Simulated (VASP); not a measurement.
Here is a VASP 6.6.1 calculation.

INCAR

```
SYSTEM = NClO6
  PREC = Accurate
  ENCUT = 520
  EDIFF = 1E-6
  ISMEAR = 1
  SIGMA = 0.15
  LREAL = Auto
  LASPH = .TRUE.
  NELM = 100
  ALGO = Normal
  ISIF = 2
  LWAVE = .FALSE.
  LCHARG = .FALSE.
  GGA = PE
  NBANDS = 62
```

The input KPOINTS:

```
regular mesh
0
G
  2 3 3
  0 0 0
```

The input POSCAR:

```
NClO6
1.0
    7.6158590000      0.8854540000     -0.3603350000
    0.1851190000      5.4538530000     -0.3504630000
   -0.6392310000     -0.1239340000      5.8865060000
Cl O N
2 12 2
Direct
    0.1166750139      0.2940440708      0.6027360982
    0.7609415627      0.5276009653      0.7583621753
    0.6360293889      0.3035064610      0.1255054246
    0.2492720343      0.4197511002      0.2266748167
    0.2997163887      0.7973554931      0.3926583789
    0.7629552490      0.9673621874      0.6358057112
    0.2255528147      0.7783647590      1.0089694331
    0.4548473827      0.0637848122      0.7032971084
    0.4023382139      0.6047249394      0.7082794542
    0.8856232277      0.9676482171      0.3167473104
    0.6731201714      0.6839720077      0.2931780990
    0.0191689956      0.1571055329      0.0626684040
    0.5122338536      0.2972756844      0.4303048215
    0.9232520967      0.5812835256      0.1818723046
    0.4585139510      0.0093078463      0.1395875041
    0.0232722639      0.8459992640      0.5628087785
```

Potentials or basis: VASP PAW PBE potentials, release 64 (Cl, O, N).

Run with:

```console
$ cat potpaw_PBE.64/Cl/POTCAR potpaw_PBE.64/O/POTCAR potpaw_PBE.64/N/POTCAR > POTCAR
$ mpirun -np 1 vasp_std > vasp.out
```

Estimate the largest force.

5.975 eV/Å.

Estimate the pressure.

-19.6 GPa.

Predict the band gap on the k mesh.

zero (bands 48 and 49 overlap by 0.08 eV).

Stress tensor (GPa, compression positive):
```
-19.59   1.36   0.02
  1.36 -19.92   1.49
  0.02   1.49 -19.21
```

Caveat: the k points lie up to 0.42 Å⁻¹ apart.
